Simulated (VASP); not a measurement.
B, 12 atoms in the cell. It takes space group R-3m (No. 166, trigonal). Conventional cell: a = 4.899 Å, b = 4.899 Å, c = 12.513 Å, α = 90.00°, β = 90.00°, γ = 120.00°. Within 2.2 Å of B (site symmetry m) lie 6 B at 1.67 to 1.80 Å. Within 2.4 Å of B (site symmetry m) lie 7 B at 1.77 to 2.02 Å. 

```yaml
Program: VASP 6.6.1
Task: single point
Functional: r2SCAN0
Potentials_or_basis: VASP PAW PBE potentials, release 64 (B)
Cutoff: 520 eV
k_mesh: 3 × 3 × 3
Occupations: fermi-dirac, width 0.1 eV
Spin: no spin polarisation
Dipole_correction: no
Grid_for_exact_exchange_PRECFOCK: Fast
Further_INCAR_settings: ALGO = Normal; EDIFF = 1e-06; NBANDS = 30
Share_of_exact_exchange: 0.25
```

Potentials or basis: VASP PAW PBE potentials, release 64 (B).

The run is started by

```console
$ cat potpaw_PBE.64/B/POTCAR > POTCAR
$ cp INCAR.step1 INCAR
$ mpirun -np 1 vasp_std > vasp.out
$ cp INCAR.step2 INCAR
$ mpirun -np 1 vasp_std > vasp.out
```

Hardware: 1 thread of Intel(R) Xeon(R) 6975P-C (Granite Rapids), with other jobs on the host.

Problem. How long does it take, and how much memory?

Solution. It took 3.6 min on 1 thread of Intel(R) Xeon(R) 6975P-C (Granite Rapids), with other jobs on the host, peak memory 0.25 GiB. Counts: k points 6.
